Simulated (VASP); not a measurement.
Wanted: the native input for a VASP 6.6.1 run.

```yaml
Task: relaxation of cell and atoms
Functional: PBE
Potentials_or_basis: VASP PAW PBE potentials, release 64 (Zr_sv, Nb_sv)
Cutoff: 600 eV
k_mesh: 4 × 4 × 4
Occupations: gaussian, width 0.1 eV
Spin: no spin polarisation
Dipole_correction: no
Further_INCAR_settings: ALGO = Normal; EDIFF = 1e-06; IBRION = 2; EDIFFG = -0.04; NSW = 90; ISIF = 3
```

The structure of ZrNb3 lies in POSCAR:

```
ZrNb3
1.0
    3.9661167935      0.0000000000      0.0000000000
    0.0000000000      3.9661167935      0.0000000000
    0.0000000000      0.0000000000      3.9661167935
Zr Nb
1 3
Direct
    0.0000000000      0.0000000000      0.0000000000
    0.0000000000      0.5000000000      0.5000000000
    0.5000000000      0.0000000000      0.5000000000
    0.5000000000      0.5000000000      0.0000000000
```

These files were run (other wordings do the same):

INCAR

```
PREC = Accurate ; ENCUT = 600
EDIFF = 1E-6 ; ISMEAR = 0
SIGMA = 0.1 ; LREAL = F
LASPH = T ; NELM = 100
ALGO = Normal ; ISIF = 3
LWAVE = F ; LCHARG = F
GGA = PE ; IBRION = 2
NSW = 90 ; EDIFFG = -0.04
```

KPOINTS

```
regular mesh
0
Gamma
  4 4 4
```

Potentials or basis: VASP PAW PBE potentials, release 64 (Zr_sv, Nb_sv).

The run is started by

```console
$ cat potpaw_PBE.64/Zr_sv/POTCAR potpaw_PBE.64/Nb_sv/POTCAR > POTCAR
$ mpirun -np 1 vasp_std > vasp.out
```

Results of the run:

```yaml
Relaxed_volume: 19.55 Å³/atom
Relaxed_cell: a = 4.276 Å, b = 4.276 Å, c = 4.276 Å, α = 90.00°, β = 90.00°, γ = 90.00°
Space_group_after_relaxing_to_0.05_Å: Pm-3m (No. 221)
Energy_gained_by_relaxing: 469.7 meV/atom
Ionic_steps: 5
Pressure_after_relaxing: 0.1 GPa
```

Caveat: the k points lie up to 0.37 Å⁻¹ apart in the final cell; the volume moved by over 15 % at a fixed basis, so the end points are rough.

It took 98 s on 1 thread of Intel(R) Xeon(R) Platinum 8259CL CPU @ 2.50GHz (Skylake/Cascade Lake), with other jobs on the host, peak memory 0.19 GiB.
